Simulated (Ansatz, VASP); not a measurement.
# AlN in VASP and in Ansatz

INCAR

```
PREC = Accurate
ENCUT = 520
EDIFF = 1E-6
ISMEAR = 0
SIGMA = 0.01
LREAL = False
LASPH = True
NELM = 60
ALGO = Normal
ISIF = 2
LWAVE = False
LCHARG = False
GGA = PE
NBANDS = 11
```

File KPOINTS:

```
Automatic mesh
0
Gamma
  8 8 8
```

Contents of POSCAR:

```
AlN
1.0
    0.0000000000      2.1848764127      2.1848764127
    2.1848764127      0.0000000000      2.1848764127
    2.1848764127      2.1848764127      0.0000000000
Al N
1 1
Direct
    0.0000000000      0.0000000000      0.0000000000
    0.2500000000      0.2500000000      0.2500000000
```

Input for Ansatz:

```yaml
crystal:
  lattice:
    - [0.0, 2.1848764127, 2.1848764127]
    - [2.1848764127, 0.0, 2.1848764127]
    - [2.1848764127, 2.1848764127, 0.0]
  atoms:
    - { symbol: Al, position: [0.0, 0.0, 0.0] }
    - { symbol: "N", position: [0.25, 0.25, 0.25] }
kpoints:
  mp_grid: { grid: [8, 8, 8] }
hamiltonian:
  xc: pbe
scf:
  occupations: { method: fixed }
output:
  optics:
    e_range: [0, 17]
    de: 0.05
    sigma: 0.1
    bands: { spectra_wanted_up_to: 17 }
```

Alike in both runs: task single point; functional PBE; k mesh 8 × 8 × 8; no spin polarisation.

|  | VASP | Ansatz |
| --- | --- | --- |
| version | VASP 6.6.1 | Ansatz 0.2.0 |
| potentials or method | VASP PAW PBE potentials, release 64 (Al, N) | plane waves, PAW |
| plane-wave cutoff (eV) | 520 | 420 |
| occupations | gaussian, width 0.01 eV | fixed |
| valence electrons in the cell | 8 | 8 |

|  | VASP | Ansatz | Ansatz less VASP |
| --- | --- | --- | --- |
| gap on the k mesh at the Fermi level (eV) | 3.32 | 3.33 | +0.008 |
